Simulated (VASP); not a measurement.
Set up this calculation in VASP 6.6.1, as the native input.

```
Task                   : single point
Functional             : PBE
Potentials or basis    : VASP PAW PBE potentials, release 64 (Co, Si)
Cutoff                 : 520 eV
k mesh                 : 10 × 10 × 8
Occupations            : gaussian, width 0.1 eV
Spin                   : no spin polarisation
Dipole correction      : no
Further INCAR settings : ALGO = Normal; EDIFF = 1e-06; NBANDS = 26
```

The structure of CoSi2 lies in POSCAR:

```
CoSi2
1.0
    2.7201381442      2.7201381442      0.0000000000
   -2.7201381442      2.7201381442      0.0000000000
    0.0000000000      0.0000000000      5.2693669901
Co Si
2 4
Direct
    0.0000000000      0.0000000000      0.0000000000
    0.5000000000      0.5000000000      0.5000000000
    0.0000000000      0.5000000000      0.7500000000
    0.5000000000      0.0000000000      0.7500000000
    0.5000000000      0.0000000000      0.2500000000
    0.0000000000      0.5000000000      0.2500000000
```

This cell differs from its parent crystal: biaxial strain in the a-b plane: +1.5 %, then relaxed in part.

One way to write it, as run:

INCAR

```
  ALGO = Normal
  EDIFF = 1E-6
  ENCUT = 520
  GGA = PE
  ISIF = 2
  ISMEAR = 0
  LASPH = T
  LCHARG = T
  LELF = T
  LREAL = F
  LVHAR = T
  LWAVE = F
  NBANDS = 26
  NELM = 100
  PREC = Accurate
  SIGMA = 0.1
```

KPOINTS

```
k-points
0
Gamma
  10 10 8
```

Potentials or basis: VASP PAW PBE potentials, release 64 (Co, Si).

Run with:

```console
$ cat potpaw_PBE.64/Co/POTCAR potpaw_PBE.64/Si/POTCAR > POTCAR
$ mpirun -np 1 vasp_std > vasp.out
```

Results of the run:

```yaml
Pressure: -2.3 GPa
Band_gap_on_the_k_mesh: zero (bands 17 and 18 overlap by 2.81 eV)
```

Caveat: the cell differs from its parent crystal (biaxial strain in the a-b plane: +1.5 %, then relaxed in part); the run has no spin polarisation, though such a crystal can be magnetic.

It took 95 s on 1 thread of Intel(R) Xeon(R) 6975P-C (Granite Rapids), with other jobs on the host, peak memory 0.3 GiB.
